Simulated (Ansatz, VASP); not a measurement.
# ZnO in VASP and in Ansatz

INCAR

```
SYSTEM = ZnO
PREC     = Accurate       ! precision mode
ENCUT    = 520            ! plane-wave cutoff, eV
EDIFF    = 1E-7           ! SCF threshold, eV
ISMEAR   = -1             ! smearing method
SIGMA    = 0.02           ! smearing width, eV
LREAL    = .False.        ! projectors in reciprocal space
LASPH    = .True.         ! aspherical terms in the spheres
NELM     = 60             ! most SCF steps
ALGO     = Normal         ! electronic algorithm
ISIF     = 2              ! what is computed and relaxed
LWAVE    = .False.        ! write WAVECAR
LCHARG   = .True.         ! write CHGCAR
GGA      = PE             ! functional
LELF     = .True.         ! ELF
LVHAR    = .True.       
NBANDS   = 26             ! bands
```

The input KPOINTS:

```
Automatic mesh
0
Gamma
  12 12 6
  0 0 0
```

Contents of POSCAR:

```
ZnO
1.0
    3.2353406703      0.0000000001      0.0000000000
   -1.6176703352      2.8018872104      0.0000000000
    0.0000000000      0.0000000000      5.2109522595
Zn O
2 2
Direct
    0.3333333333      0.6666666667     -0.0023477325
    0.6666666667      0.3333333333      0.4976522675
    0.3333333333      0.6666666667      0.3773477325
    0.6666666667      0.3333333333      0.8773477325
```

Input for Ansatz:

```yaml
crystal:
  lattice:
    - [3.2353406703, 1.0e-10, 0.0]
    - [-1.6176703352, 2.8018872104, 0.0]
    - [0.0, 0.0, 5.2109522595]
  atoms:
    - { symbol: Zn, position: [0.3333333333, 0.6666666667, -0.0023477325] }
    - { symbol: Zn, position: [0.6666666667, 0.3333333333, 0.4976522675] }
    - { symbol: O, position: [0.3333333333, 0.6666666667, 0.3773477325] }
    - { symbol: O, position: [0.6666666667, 0.3333333333, 0.8773477325] }
kpoints:
  mp_grid: { grid: [12, 12, 6] }
  band_path:
    path:
      - [[0.0, 0.0, 0.0], [0.5, -2.106384337903e-17, 3.782464486082e-34], [0.3333333333333, 0.3333333333333, 6.044025308012e-34], [0.0, 0.0, 0.0], [2.310358484494e-51, 1.532887025163e-50, 0.5], [0.5, -2.106384337903e-17, 0.5], [0.3333333333333, 0.3333333333333, 0.5], [2.310358484494e-51, 1.532887025163e-50, 0.5]]
      - [[0.5, -2.106384337903e-17, 0.5], [0.5, -2.106384337903e-17, 3.782464486082e-34]]
      - [[0.3333333333333, 0.3333333333333, 0.5], [0.3333333333333, 0.3333333333333, 6.044025308012e-34]]
    npoints: 10
hamiltonian:
  xc: pbe
scf:
  occupations: { method: fermi_dirac, width: 0.02 }
  n_extra_bands: 5
output:
  forces: true
  stress: true
  eigenvalues: true
```

Alike in both runs: task single point; functional PBE; k mesh 12 × 12 × 6; occupations fermi-dirac, width 0.02 eV; no spin polarisation.

|  | VASP | Ansatz |
| --- | --- | --- |
| version | VASP 6.6.1 | Ansatz 0.2.0 |
| potentials or method | VASP PAW PBE potentials, release 64 (Zn, O) | plane waves, PAW |
| plane-wave cutoff (eV) | 520 | 420 |
| valence electrons in the cell | 36 | 36 |

Ansatz gave:

* gap on the k mesh at the Fermi level (eV): 0.81
* pressure (GPa): 6.1
* traceless stress, the component that is largest in VASP (GPa): 0.10

Estimate VASP's values.

gap on the k mesh at the Fermi level (eV): 0.79; pressure (GPa): 7.2; traceless stress, the component that is largest in VASP (GPa): 0.08.

The functional is the same, so the differences come from potentials, cutoffs and numerics.
